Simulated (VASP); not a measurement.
# HfO2 (Fm-3m) in VASP: notebook

Aim: see how the results for HfO2 move with the level of theory and the settings. Levels: PBEsol, r2SCAN+rVV10. Tasks: single point, relaxation of cell and atoms.

Everything below comes from runs of VASP 6.6.1. Logs are shortened: lines on timing, memory, paths and dates and some standing lists are left out, and cuts for length are marked.

## Step 1: The cell of the first run

The structure is cubic, space group Fm-3m (No. 225). Conventional cell: a = 5.011 Å, b = 5.011 Å, c = 5.011 Å, α = 90.00°, β = 90.00°, γ = 90.00°. Hf (site symmetry m-3m) has 8 O at 2.17 Å within 2.9 Å. Within 2.9 Å of O (site symmetry -43m) lie 4 Hf at 2.17 Å and 6 O at 2.51 Å.

## Step 2: Single point, PBEsol, non-collinear spin, zero start, spin-orbit coupling

Contents of INCAR:

```
SYSTEM = HfO2
  ALGO = Normal
  EDIFF = 1E-6
  ENCUT = 520
  GGA = PS
  GGA_COMPAT = .FALSE.
  ISIF = 2
  ISMEAR = -1
  LASPH = .TRUE.
  LCHARG = .TRUE.
  LMAXMIX = 4
  LORBIT = 11
  LORBMOM = .TRUE.
  LREAL = .FALSE.
  LSORBIT = .TRUE.
  LVHAR = .TRUE.
  LWAVE = .FALSE.
  MAGMOM = 0 0 0 0 0 0 0 0 0
  NBANDS = 35
  NELM = 150
  PREC = Accurate
  SIGMA = 0.05
```

Contents of KPOINTS:

```
k-points
0
G
  9 9 9
  0 0 0
```

Contents of POSCAR:

```
HfO2
1.0
    0.0000000000      2.5052914730      2.5052914730
    2.5052914730      0.0000000000      2.5052914730
    2.5052914730      2.5052914730      0.0000000000
Hf O
1 2
Direct
    0.0000000000      0.0000000000      0.0000000000
    0.7500000000      0.7500000000      0.7500000000
    0.2500000000      0.2500000000      0.2500000000
```

Potentials or basis: VASP PAW PBE potentials, release 64 (Hf_pv, O).

On the command line:

```console
cat potpaw_PBE.64/Hf_pv/POTCAR potpaw_PBE.64/O/POTCAR > POTCAR
mpirun -np 1 vasp_ncl > vasp.out
```

OUTCAR:

```text
SYSTEM = HfO2
   EDIFF = 1E-6
   ENCUT = 520
   GGA = PS
   ISIF = 2
   ISMEAR = -1
   LASPH = .TRUE.
   LORBIT = 11
   LREAL = .FALSE.
   LSORBIT = .TRUE.
   NELM = 150
   PREC = Accurate

 ion  position               nearest neighbor table
   1  0.000  0.000  0.000-   2 2.17   3 2.17   2 2.17   2 2.17   2 2.17   3 2.17   3 2.17   3 2.17

   2  0.750  0.750  0.750-   1 2.17   1 2.17   1 2.17   1 2.17
   3  0.250  0.250  0.250-   1 2.17   1 2.17   1 2.17   1 2.17

  LATTYP: Found a face centered cubic cell.
 ALAT       =     5.0105829460

  Lattice vectors:

 A1 = (   0.0000000000,   2.5052914730,   2.5052914730)
 A2 = (   2.5052914730,   0.0000000000,   2.5052914730)
 A3 = (   2.5052914730,   2.5052914730,   0.0000000000)

Analysis of symmetry for initial positions (statically):
=====================================================================
 Subroutine PRICEL returns:
 Original cell was already a primitive cell.

 Routine SETGRP: Setting up the symmetry group for a
 face centered cubic supercell.

 Subroutine GETGRP returns: Found 48 space group operations
[... 9 lines left out ...]

 Routine SETGRP: Setting up the symmetry group for a
 face centered cubic supercell.

 Subroutine GETGRP returns: Found 48 space group operations
 (whereof 48 operations were pure point group operations)
 out of a pool of 48 trial point group operations.

The dynamic configuration has the point symmetry O_h .

Analysis of structural, dynamic, and magnetic symmetry:
=====================================================================
 Subroutine PRICEL returns:
 Original cell was already a primitive cell.

 Routine SETGRP: Setting up the symmetry group for a
 face centered cubic supercell.

 Subroutine GETGRP returns: Found 48 space group operations
 (whereof 48 operations were pure point group operations)
 out of a pool of 48 trial point group operations.

The overall configuration has the point symmetry O_h .

 Subroutine INISYM returns: Found 48 space group operations
[... 5 lines left out ...]
                                     Primitive cell

  volume of cell :      31.4489

  direct lattice vectors                    reciprocal lattice vectors
     0.000000000  2.505291473  2.505291473    -0.199577576  0.199577576  0.199577576
     2.505291473  0.000000000  2.505291473     0.199577576 -0.199577576  0.199577576
     2.505291473  2.505291473  0.000000000     0.199577576  0.199577576 -0.199577576

  length of vectors
     3.543017179  3.543017179  3.543017179     0.345678502  0.345678502  0.345678502

  position of ions in fractional coordinates (direct lattice)
     0.000000000  0.000000000  0.000000000
     0.750000000  0.750000000  0.750000000
     0.250000000  0.250000000  0.250000000

  ion indices of the primitive-cell ions
   primitive index   ion index
                 1           1
                 2           2
                 3           3

----------------------------------------------------------------------------------------

 KPOINTS: k-points

Automatic generation of k-mesh.
 Grid dimensions read from file:
 generate k-points for:    9    9    9

 Generating k-lattice:

  Cartesian coordinates                     Fractional coordinates (reciprocal lattice)
    -0.022175286  0.022175286  0.022175286     0.111111111  0.000000000  0.000000000
     0.022175286 -0.022175286  0.022175286     0.000000000  0.111111111  0.000000000
     0.022175286  0.022175286 -0.022175286     0.000000000  0.000000000  0.111111111

  Length of vectors
     0.038408722  0.038408722  0.038408722

  Shift w.r.t. Gamma in fractional coordinates (k-lattice)
     0.000000000  0.000000000  0.000000000

 Subroutine IBZKPT returns following result:
 ===========================================

 Found     35 irreducible k-points:

 Following reciprocal coordinates:
            Coordinates               Weight
  0.000000  0.000000  0.000000      1.000000
  0.111111  0.000000  0.000000      8.000000
  0.222222  0.000000  0.000000      8.000000
  0.333333  0.000000  0.000000      8.000000
  0.444444  0.000000  0.000000      8.000000
  0.111111  0.111111  0.000000      6.000000
[... 16 lines left out ...]
 -0.333333  0.333333  0.000000     12.000000
  0.444444  0.444444  0.000000      6.000000
 [... further k-points ...]
   k-points           NKPTS =     35   k-points in BZ     NKDIM =     35   number of bands    NBANDS=     35
   number of dos      NEDOS =    301   number of ions     NIONS =      3
   total plane-waves  NPLWV =  21952
   dimension x,y,z NGX =    28 NGY =   28 NGZ =   28
   dimension x,y,z NGXF=    56 NGYF=   56 NGZF=   56
   ions per type =               1   2
   NGX,Y,Z   is equivalent  to a cutoff of  13.14, 13.14, 13.14 a.u.
   NGXF,Y,Z  is equivalent  to a cutoff of  26.28, 26.28, 26.28 a.u.
 SYSTEM =  HfO2
   PREC   = accura    normal or accurate (medium, high low for compatibility)
   ISTART =      0    job   : 0-new  1-cont  2-samecut
   ICHARG =      2    charge: 1-file 2-atom 10-const
   ISPIN  =      1    spin polarized calculation?
   LNONCOLLINEAR =      T non collinear calculations
   LSORBIT =      T    spin-orbit coupling
   LASPH  =      T    aspherical Exc in radial PAW
   ENCUT  =  520.0 eV  38.22 Ry    6.18 a.u.   6.59  6.59  6.59*2*pi/ulx,y,z
   NELM   =    150;   NELMIN=  2; NELMDL= -5     # of ELM steps
   EDIFF  = 0.1E-05   stopping-criterion for ELM
   LREAL  =      F    real-space projection
   EDIFFG = 0.1E-04   stopping-criterion for IOM
   NSW    =      0    number of steps for IOM
   IBRION =     -1    ionic relax: 0-MD 1-quasi-New 2-CG
   NFREE  =      0    steps in history (QN), initial steepest desc. (CG)
   ISIF   =      2    stress and relaxation
   ISYM   =      2    0-nonsym 1-usesym 2-fastsym
   POTIM  = 0.5000    time-step for ionic-motion
   TEBEG  =    0.0;   TEEND  =   0.0 temperature during run
   PSTRESS=    0.0 pullay stress
   NELECT =      22.0000    total number of electrons
   NUPDOWN=      -1.0000    fix difference up-down
   EMIN   =  10.00;   EMAX   =-10.00  energy-range for DOS
   EFERMI =   0.00;   METHOD = LEGACY
   ISMEAR =    -1;   SIGMA  =   0.05  broadening in eV -4-tet -1-fermi 0-gaus
   EFERMI_NEDOS =   21; number of points for ismear=-14 and -15
   IALGO  =     38    algorithm
   IMIX   =      4    mixing-type and parameters
     AMIX     =   0.40;   BMIX     =  1.00
     AMIX_MAG =   1.60;   BMIX_MAG =  1.00
  volume/ion in A,a.u.               =      10.48        70.74
  Fermi-wavevector in a.u.,A,eV,Ry     =   1.453274  2.746289 28.735572  2.112005
  Thomas-Fermi vector in A             =   2.570559
   LORBIT       =     11    0 simple, 1 ext, 2 COOP (PROOUT), +10 PAW based schemes
   GGA     = PS    functional components
   LHFCALC =     F    Hartree Fock is set to
   AEXX    =    0.0000 exact exchange contribution
   IVDW    =     0    specifies the selected vdW correction
   LEPSILON=     F    determine dielectric tensor
   LRPA    =     F    only Hartree local field effects (RPA)
  energy-cutoff  :      520.00
  volume of cell :       31.45
 maximum number of plane-waves:      1738
   NGX = 13   NGY = 13   NGZ = 13

 number of electron      21.9999998 magnetization       0.0000000      0.0000000      0.0000000

 number of electron      21.9999998 magnetization      -0.0000000      0.0000000      0.0000000

 number of electron      21.9999998 magnetization       0.0000000     -0.0000000     -0.0000000

 Free energy of the ion-electron system (eV)
  ---------------------------------------------------
  ext. energy  EPLUGINS =         0.00000000
  ---------------------------------------------------
  free energy    TOTEN  =       -32.26142797 eV

  energy without entropy =      -32.26142797  energy(sigma->0) =      -32.26142797

 E-fermi :   5.5101     XC(G=0): -12.2973

 val. band max:        4.3801667716   @ k =  -0.4444   0.4444   0.0000
 cond. band min:       8.2465252736   @ k =   0.4444   0.4444   0.0000
 fundamental gap:      3.8663585019
 Fermi energy:         5.5100517834

 k-point     1 :       0.0000    0.0000    0.0000
  band No.  band energies     occupation
      1     -29.8323      1.00000
      2     -29.8323      1.00000
      3     -22.8288      1.00000
      4     -22.8288      1.00000
      5     -22.8288      1.00000
      6     -22.8288      1.00000
[... 877 lines left out ...]
     33      16.6700      0.00000
     34      16.6700      0.00000

 [... further k-points ...]

 [bands above 34 left out]

------------------------ aborting loop because EDIFF is reached ----------------------------------------

  FORCE on cell =-STRESS in cart. coord.  units (eV):
  Direction    XX          YY          ZZ          XY          YZ          ZX
  --------------------------------------------------------------------------------------
  -------------------------------------------------------------------------------------
  Total        0.3388711      0.3388711      0.3388711     -0.0000000      0.0000000     -0.0000000
  in kB       17.2639549     17.2639549     17.2639549     -0.0000000      0.0000000     -0.0000000
  external PRESSURE =      17.2639549 kB  Pullay stress =       0.0000000 kB

 VOLUME and BASIS-vectors are now :
 -----------------------------------------------------------------------------
  energy-cutoff  :      520.00
  volume of cell :       31.45
      direct lattice vectors                 reciprocal lattice vectors
     0.000000000  2.505291473  2.505291473    -0.199577576  0.199577576  0.199577576
     2.505291473  0.000000000  2.505291473     0.199577576 -0.199577576  0.199577576
     2.505291473  2.505291473  0.000000000     0.199577576  0.199577576 -0.199577576

 POSITION                                       TOTAL-FORCE (eV/Angst)
 -----------------------------------------------------------------------------------
      0.00000      0.00000      0.00000         0.000000      0.000000     -0.000000
      3.75794      3.75794      3.75794        -0.000000     -0.000000     -0.000000
      1.25265      1.25265      1.25265         0.000000      0.000000      0.000000
 -----------------------------------------------------------------------------------
    total drift:                                0.000000      0.000000      0.000000

  FREE ENERGIE OF THE ION-ELECTRON SYSTEM (eV)
  ---------------------------------------------------
  free  energy   TOTEN  =       -32.2614279709 eV

  energy  without entropy=      -32.2614279709  energy(sigma->0) =      -32.26142797

 orbital moment (x)

 # of ion     p       d       tot
 ----------------------------------------
  1        -0.000   0.000   0.000
  2        -0.000   0.000  -0.000
  3        -0.000   0.000  -0.000
 ----------------------------------------
           -0.000   0.000  -0.000

 orbital moment (y)

 # of ion     p       d       tot
 ----------------------------------------
  1        -0.000  -0.000  -0.000
  2         0.000   0.000   0.000
  3         0.000   0.000   0.000
 ----------------------------------------
           -0.000  -0.000  -0.000

 orbital moment (z)

 # of ion     p       d       tot
 ----------------------------------------
  1         0.000   0.000   0.000
  2         0.000   0.000   0.000
  3         0.000   0.000   0.000
 ----------------------------------------
            0.000   0.000   0.000

 Spin-Orbit-Coupling matrix elements

 Ion:    1  E_soc:     -1.2391024
 l=   1
     0.0000000    -0.2028787    -0.2028787
    -0.2028787     0.0000000    -0.2028787
    -0.2028787    -0.2028787     0.0000000
 l=   2
     0.0000000    -0.0008869     0.0000000    -0.0008869    -0.0027514
    -0.0008869     0.0000000    -0.0020636    -0.0008869    -0.0006879
     0.0000000    -0.0020636     0.0000000    -0.0020636     0.0000000
    -0.0008869    -0.0008869    -0.0020636     0.0000000    -0.0006879
    -0.0027514    -0.0006879     0.0000000    -0.0006879     0.0000000
 l=   3
     0.0000000     0.0000000     0.0000000     0.0000000     0.0000000     0.0000000     0.0000000
     0.0000000     0.0000000     0.0000000     0.0000000     0.0000000     0.0000000     0.0000000
     0.0000000     0.0000000     0.0000000     0.0000000     0.0000000     0.0000000     0.0000000
     0.0000000     0.0000000     0.0000000     0.0000000     0.0000000     0.0000000     0.0000000
[... 29 lines left out ...]
 l=   2
     0.0000000     0.0000000     0.0000000     0.0000000     0.0000000
     0.0000000     0.0000000     0.0000000     0.0000000     0.0000000
     0.0000000     0.0000000     0.0000000     0.0000000     0.0000000
     0.0000000     0.0000000     0.0000000     0.0000000     0.0000000
     0.0000000     0.0000000     0.0000000     0.0000000     0.0000000
 l=   3
     0.0000000     0.0000000     0.0000000     0.0000000     0.0000000     0.0000000     0.0000000
     0.0000000     0.0000000     0.0000000     0.0000000     0.0000000     0.0000000     0.0000000
     0.0000000     0.0000000     0.0000000     0.0000000     0.0000000     0.0000000     0.0000000
     0.0000000     0.0000000     0.0000000     0.0000000     0.0000000     0.0000000     0.0000000
     0.0000000     0.0000000     0.0000000     0.0000000     0.0000000     0.0000000     0.0000000
     0.0000000     0.0000000     0.0000000     0.0000000     0.0000000     0.0000000     0.0000000
     0.0000000     0.0000000     0.0000000     0.0000000     0.0000000     0.0000000     0.0000000

 total charge

# of ion       s       p       d       tot
------------------------------------------
    1        0.305   6.677   1.444   8.426
    2        1.558   3.552   0.000   5.110
    3        1.558   3.552   0.000   5.110
--------------------------------------------------
tot          3.421  13.781   1.444  18.646

 magnetization (x)

# of ion       s       p       d       tot
------------------------------------------
    1       -0.000   0.000   0.000  -0.000
    2       -0.000  -0.000   0.000  -0.000
    3       -0.000  -0.000   0.000  -0.000
--------------------------------------------------
tot         -0.000  -0.000   0.000  -0.000

 magnetization (y)

# of ion       s       p       d       tot
------------------------------------------
    1       -0.000   0.000   0.000   0.000
    2        0.000  -0.000   0.000  -0.000
    3       -0.000   0.000   0.000  -0.000
--------------------------------------------------
tot         -0.000  -0.000   0.000  -0.000

 magnetization (z)

# of ion       s       p       d       tot
------------------------------------------
    1       -0.000   0.000  -0.000   0.000
    2       -0.000   0.000   0.000  -0.000
    3       -0.000   0.000   0.000   0.000
--------------------------------------------------
tot         -0.000   0.000  -0.000   0.000
```

It took 4 min on 1 thread of AMD EPYC, shared host; peak memory 0.24 GiB.

Results:

```yaml
Free_energy: -32.2614 eV
Pressure: 1.7 GPa
Net_moment: 0.00 μB per cell
Valence_electrons_inside_the_program's_atomic_spheres: Hf 8.43; O 5.11
```

Moments on the atoms (μB; x, y, z):
```
Hf  0.00 0.00 0.00
O   0.00 0.00 0.00
O   0.00 0.00 0.00
```

Caveat: the PAW data sets were made with another functional, which shifts forces and pressure a little.

[end of part 1 of 2]
